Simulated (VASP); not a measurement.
# Pb (Im-3m) in VASP: single point with r2SCAN

Aim: the single point of Pb with r2SCAN.

Program: VASP 6.6.1. These are calculated values, not measurements. Logs are shortened: lines on timing, memory, paths and dates and some standing lists are left out, and cuts for length are marked.

**1. The cell of the first run**

It takes space group Im-3m (No. 229, cubic). The conventional cell has a = 3.959 Å, b = 3.959 Å, c = 3.959 Å, α = 90.00°, β = 90.00°, γ = 90.00°. Within 4.5 Å of Pb (site symmetry m-3m) lie 14 Pb at 3.43 to 3.96 Å.

This isn't the form of Pb at room conditions, which is fcc.

**2. Single point, r2SCAN**

POSCAR reads:

```
Pb
1.0
   -1.9796595667      1.9796595667      1.9796595667
    1.9796595667     -1.9796595667      1.9796595667
    1.9796595667      1.9796595667     -1.9796595667
Pb
1
Direct
    0.0000000000      0.0000000000      0.0000000000
```

INCAR.step1 reads:

```
PREC = Accurate ; ENCUT = 520
ISMEAR = 0 ; SIGMA = 0.15
LREAL = F ; LASPH = T
NELM = 60 ; NBANDS = 13
GGA = PE ; ALGO = Normal
EDIFF = 1E-4 ; LWAVE = T
LCHARG = F
```

INCAR.step2 reads:

```
PREC = Accurate ; ENCUT = 520
EDIFF = 1E-6 ; ISMEAR = 0
SIGMA = 0.15 ; LREAL = F
LASPH = T ; NELM = 60
ALGO = Normal ; ISIF = 2
LWAVE = F ; LCHARG = T
METAGGA = R2SCAN ; LMIXTAU = T
LELF = T ; LVHAR = T
NBANDS = 13 ; ISTART = 1
```

KPOINTS reads:

```
Automatic mesh
0
Gamma
  18 18 18
```

Potentials or basis: VASP PAW PBE potentials, release 64 (Pb_d).

Command:

```console
> cat potpaw_PBE.64/Pb_d/POTCAR > POTCAR
> cp INCAR.step1 INCAR
> mpirun -np 1 vasp_std > vasp.out
> cp INCAR.step2 INCAR
> mpirun -np 1 vasp_std > vasp.out
```

OUTCAR:

```text
PREC = Accurate
   ENCUT = 520
   EDIFF = 1E-6
   ISMEAR = 0
   LREAL = F
   LASPH = T
   NELM = 60
   ISIF = 2
   METAGGA = R2SCAN
   ISTART = 1

 ion  position               nearest neighbor table
   1  0.000  0.000  0.000-

  LATTYP: Found a body centered cubic cell.
 ALAT       =     3.9593191334

  Lattice vectors:

 A1 = (  -1.9796595667,   1.9796595667,   1.9796595667)
 A2 = (   1.9796595667,  -1.9796595667,   1.9796595667)
 A3 = (   1.9796595667,   1.9796595667,  -1.9796595667)

Analysis of symmetry for initial positions (statically):
=====================================================================
 Subroutine PRICEL returns:
 Original cell was already a primitive cell.

 Routine SETGRP: Setting up the symmetry group for a
 body centered cubic supercell.

 Subroutine GETGRP returns: Found 48 space group operations
 (whereof 48 operations were pure point group operations)
 out of a pool of 48 trial point group operations.

The static configuration has the point symmetry O_h .

Analysis of symmetry for dynamics (positions and initial velocities):
=====================================================================
 Subroutine PRICEL returns:
 Original cell was already a primitive cell.

 Routine SETGRP: Setting up the symmetry group for a
 body centered cubic supercell.

 Subroutine GETGRP returns: Found 48 space group operations
 (whereof 48 operations were pure point group operations)
 out of a pool of 48 trial point group operations.

The dynamic configuration has the point symmetry O_h .

 Subroutine INISYM returns: Found 48 space group operations
 (whereof 48 operations are pure point group operations),
 and found     1 'primitive' translations

----------------------------------------------------------------------------------------

                                     Primitive cell

  volume of cell :      31.0336

  direct lattice vectors                    reciprocal lattice vectors
    -1.979659567  1.979659567  1.979659567     0.000000000  0.252568678  0.252568678
     1.979659567 -1.979659567  1.979659567     0.252568678  0.000000000  0.252568678
     1.979659567  1.979659567 -1.979659567     0.252568678  0.252568678  0.000000000

  length of vectors
     3.428870951  3.428870951  3.428870951     0.357186050  0.357186050  0.357186050

  position of ions in fractional coordinates (direct lattice)
     0.000000000  0.000000000  0.000000000

  ion indices of the primitive-cell ions
   primitive index   ion index
                 1           1

----------------------------------------------------------------------------------------

 KPOINTS: Automatic mesh

Automatic generation of k-mesh.
 Grid dimensions read from file:
 generate k-points for:   18   18   18

 Generating k-lattice:

  Cartesian coordinates                     Fractional coordinates (reciprocal lattice)
     0.000000000  0.014031593  0.014031593     0.055555556  0.000000000  0.000000000
     0.014031593  0.000000000  0.014031593     0.000000000  0.055555556  0.000000000
     0.014031593  0.014031593  0.000000000     0.000000000  0.000000000  0.055555556

  Length of vectors
     0.019843669  0.019843669  0.019843669

  Shift w.r.t. Gamma in fractional coordinates (k-lattice)
     0.000000000  0.000000000  0.000000000

 Subroutine IBZKPT returns following result:
 ===========================================

 Found    195 irreducible k-points:

 Following reciprocal coordinates:
            Coordinates               Weight
  0.000000  0.000000  0.000000      1.000000
  0.055556  0.000000  0.000000     12.000000
  0.111111  0.000000  0.000000     12.000000
  0.166667  0.000000  0.000000     12.000000
  0.222222  0.000000  0.000000     12.000000
  0.277778  0.000000  0.000000     12.000000
[... 16 lines left out ...]
  0.333333  0.111111  0.000000     48.000000
  0.388889  0.111111  0.000000     48.000000
 [... further k-points ...]
   k-points           NKPTS =    195   k-points in BZ     NKDIM =    195   number of bands    NBANDS=     13
   number of dos      NEDOS =    301   number of ions     NIONS =      1
   total plane-waves  NPLWV =  21952
   dimension x,y,z NGX =    28 NGY =   28 NGZ =   28
   dimension x,y,z NGXF=    56 NGYF=   56 NGZF=   56
   ions per type =               1
   NGX,Y,Z   is equivalent  to a cutoff of  13.58, 13.58, 13.58 a.u.
   NGXF,Y,Z  is equivalent  to a cutoff of  27.15, 27.15, 27.15 a.u.
 SYSTEM =  unknown system
   PREC   = accura    normal or accurate (medium, high low for compatibility)
   ISTART =      1    job   : 0-new  1-cont  2-samecut
   ICHARG =      0    charge: 1-file 2-atom 10-const
   ISPIN  =      1    spin polarized calculation?
   LNONCOLLINEAR =      F non collinear calculations
   LSORBIT =      F    spin-orbit coupling
   LASPH  =      T    aspherical Exc in radial PAW
   ENCUT  =  520.0 eV  38.22 Ry    6.18 a.u.   6.38  6.38  6.38*2*pi/ulx,y,z
   NELM   =     60;   NELMIN=  2; NELMDL=  0     # of ELM steps
   EDIFF  = 0.1E-05   stopping-criterion for ELM
   LREAL  =      F    real-space projection
   EDIFFG = 0.1E-04   stopping-criterion for IOM
   NSW    =      0    number of steps for IOM
   IBRION =     -1    ionic relax: 0-MD 1-quasi-New 2-CG
   NFREE  =      0    steps in history (QN), initial steepest desc. (CG)
   ISIF   =      2    stress and relaxation
   ISYM   =      2    0-nonsym 1-usesym 2-fastsym
   POTIM  = 0.5000    time-step for ionic-motion
   TEBEG  =    0.0;   TEEND  =   0.0 temperature during run
   PSTRESS=    0.0 pullay stress
   NELECT =      14.0000    total number of electrons
   NUPDOWN=      -1.0000    fix difference up-down
   EMIN   =  10.00;   EMAX   =-10.00  energy-range for DOS
   EFERMI =   0.00;   METHOD = LEGACY
   ISMEAR =     0;   SIGMA  =   0.15  broadening in eV -4-tet -1-fermi 0-gaus
   EFERMI_NEDOS =   21; number of points for ismear=-14 and -15
   IALGO  =     38    algorithm
   IMIX   =      4    mixing-type and parameters
     AMIX     =   0.40;   BMIX     =  1.00
     AMIX_MAG =   1.60;   BMIX_MAG =  1.00
  volume/ion in A,a.u.               =      31.03       209.42
  Fermi-wavevector in a.u.,A,eV,Ry     =   1.255568  2.372680 21.448927  1.576452
  Thomas-Fermi vector in A             =   2.389319
   LORBIT       =      0    0 simple, 1 ext, 2 COOP (PROOUT), +10 PAW based schemes
   METAGGA = R2SCAN    functional components
   LHFCALC =     F    Hartree Fock is set to
   AEXX    =    0.0000 exact exchange contribution
   IVDW    =     0    specifies the selected vdW correction
   LEPSILON=     F    determine dielectric tensor
   LRPA    =     F    only Hartree local field effects (RPA)
 non-spin polarized calculation
 Gauss-broadening in eV      SIGMA  =   0.15
  energy-cutoff  :      520.00
  volume of cell :       31.03
 maximum number of plane-waves:       887
 NGX is ok and might be reduce to    28
   NGX = 13   NGY = 13   NGZ = 13

 number of electron      14.0000002 magnetization

 Free energy of the ion-electron system (eV)
  ---------------------------------------------------
  ext. energy  EPLUGINS =         0.00000000
  ---------------------------------------------------
  free energy    TOTEN  =       -56.24255647 eV

  energy without entropy =      -56.23622833  energy(sigma->0) =      -56.23939240

 E-fermi :   6.9583     XC(G=0): -10.7952

 val. band max:        6.9576863896   @ k =  -0.3889   0.4444   0.3333
 cond. band min:       6.9958377350   @ k =  -0.2778   0.3333   0.2222
 fundamental gap:      0.0381513454
 Fermi energy:         6.9583452586

 k-point     1 :       0.0000    0.0000    0.0000
  band No.  band energies     occupation
      1     -10.8011      2.00000
      2     -10.8011      2.00000
      3     -10.8011      2.00000
      4     -10.5591      2.00000
      5     -10.5591      2.00000
      6      -5.1683      2.00000
      7      14.6923      0.00000
      8      14.6923      0.00000
      9      14.6923      0.00000
     10      18.8121      0.00000
     11      18.8121      0.00000
     12      18.8121      0.00000
     13      19.4378      0.00000

 k-point     2 :       0.0556    0.0000    0.0000
  band No.  band energies     occupation
      1     -10.8036      2.00000
      2     -10.7977      2.00000
      3     -10.7897      2.00000
      4     -10.5619      2.00000
      5     -10.5593      2.00000
      6      -5.1039      2.00000
      7      13.9915      0.00000
      8      14.4636      0.00000
      9      14.6139      0.00000
     10      18.2718      0.00000
     11      18.5791      0.00000
     12      18.7260      0.00000
     13      19.8862      0.00000

 k-point     3 :       0.1111    0.0000    0.0000
  band No.  band energies     occupation
      1     -10.8109      2.00000
      2     -10.7890      2.00000
      3     -10.7572      2.00000
      4     -10.5698      2.00000
      5     -10.5602      2.00000
      6      -4.9107      2.00000
      7      12.4694      0.00000
      8      13.8910      0.00000
      9      14.3834      0.00000
     10      17.4644      0.00000
     11      18.1203      0.00000
     12      18.6316      0.00000
     13      20.5343      0.00000
[... 305 lines left out ...]
 k-point    23 :       0.3333    0.1111    0.0000
  band No.  band energies     occupation
      1     -10.8582      2.00000
      2     -10.7701      2.00000
      3     -10.5882      2.00000
      4     -10.5733      2.00000
      5     -10.4706      2.00000
      6      -2.0322      2.00000
      7       4.4796      2.00000
      8       9.5127      0.00000
      9      11.9249      0.00000
     10      16.0564      0.00000
     11      18.1131      0.00000
     12      19.7560      0.00000
     13      22.6755      0.00000

 k-point    24 :       0.3889    0.1111    0.0000
  band No.  band energies     occupation
      1     -10.8646      2.00000
      2     -10.7753      2.00000
      3     -10.5811      2.00000
      4     -10.5750      2.00000
      5     -10.4416      2.00000
      6      -1.4081      2.00000
      7       3.4930      2.00000
      8       9.2489      0.00000
      9      11.7528      0.00000
     10      15.9212      0.00000
     11      18.0159      0.00000
     12      20.4433      0.00000
     13      22.1804      0.00000

 [... further k-points ...]

------------------------ aborting loop because EDIFF is reached ----------------------------------------

  FORCE on cell =-STRESS in cart. coord.  units (eV):
  Direction    XX          YY          ZZ          XY          YZ          ZX
  --------------------------------------------------------------------------------------
  -------------------------------------------------------------------------------------
  Total       -0.0098843     -0.0098843     -0.0098843     -0.0000000     -0.0000000      0.0000000
  in kB       -0.5102990     -0.5102990     -0.5102990     -0.0000000     -0.0000000      0.0000000
  external PRESSURE =      -0.5102990 kB  Pullay stress =       0.0000000 kB

 VOLUME and BASIS-vectors are now :
 -----------------------------------------------------------------------------
  energy-cutoff  :      520.00
  volume of cell :       31.03
      direct lattice vectors                 reciprocal lattice vectors
    -1.979659567  1.979659567  1.979659567     0.000000000  0.252568678  0.252568678
     1.979659567 -1.979659567  1.979659567     0.252568678  0.000000000  0.252568678
     1.979659567  1.979659567 -1.979659567     0.252568678  0.252568678  0.000000000

 POSITION                                       TOTAL-FORCE (eV/Angst)
 -----------------------------------------------------------------------------------
      0.00000      0.00000      0.00000        -0.000000     -0.000000     -0.000000
 -----------------------------------------------------------------------------------
    total drift:                               -0.000000     -0.000000     -0.000000

  FREE ENERGIE OF THE ION-ELECTRON SYSTEM (eV)
  ---------------------------------------------------
  free  energy   TOTEN  =       -56.2425564659 eV

  energy  without entropy=      -56.2362283329  energy(sigma->0) =      -56.23939240
```

Wall time 5.4 min (1 thread of Intel Xeon 8259CL, shared host); peak memory 0.22 GiB.

What came out:

| Item | Value |
| --- | --- |
| Free energy | -56.2426 eV |
| Pressure | -0.1 GPa |
| Band gap on the k mesh | zero (bands 7 and 8 overlap by 9.80 eV) |

Levels at points of the mesh, in eV from the Fermi level:
```
           k point  band 3  band 4  band 5  band 6  band 7  band 8  band 9  band 10  band 11  band 12
(0.00, 0.00, 0.00)  -17.76  -17.52  -17.52  -12.13    7.73    7.73    7.73    11.85    11.85    11.85
(0.50, 0.00, 0.00)  -17.53  -17.53  -17.37   -8.20   -4.10    3.48    5.40     8.02     9.34    14.63
(0.50, 0.50, 0.50)  -17.41  -17.41  -17.41   -5.40   -0.42   -0.42   -0.42     5.00     5.00    17.30
```

Caveat: the PAW data sets were made with another functional, which shifts forces and pressure a little; spin-orbit coupling is left out, which moves the levels of the heavy elements.
